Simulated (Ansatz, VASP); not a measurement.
Two plane-wave programs on Be

```
CELL_PARAMETERS angstrom
2.14203 0.00000 0.00000
-1.07102 1.85506 0.00000
0.00000 0.00000 2.47034
ATOMIC_POSITIONS crystal
Be 0.00000 0.00000 0.00000
```

Alike in both runs: task relaxation of cell and atoms; functional PBE; k mesh 12 × 12 × 8; occupations gaussian, width 0.1 eV; no spin polarisation.

|  | VASP | Ansatz |
| --- | --- | --- |
| version | VASP 6.6.1 | Ansatz 0.2.0 |
| potentials or method | VASP PAW PBE potentials, release 64 (Be), cutoff 600 eV | scalar-relativistic, plane waves, PAW |
| valence electrons in the cell | 2 | 2 |

```tsv
	VASP	Ansatz	Ansatz less VASP
gap on the k mesh at the Fermi level, each at its own relaxed structure (eV)	none	none	-
relaxed volume (Å³/atom)	9.82	9.76	-0.064
relaxed cell length with the largest relative difference (Å)	2.458	2.451	-0.0074
```

A gap of «none» marks a metal or a gap that the smearing closes.
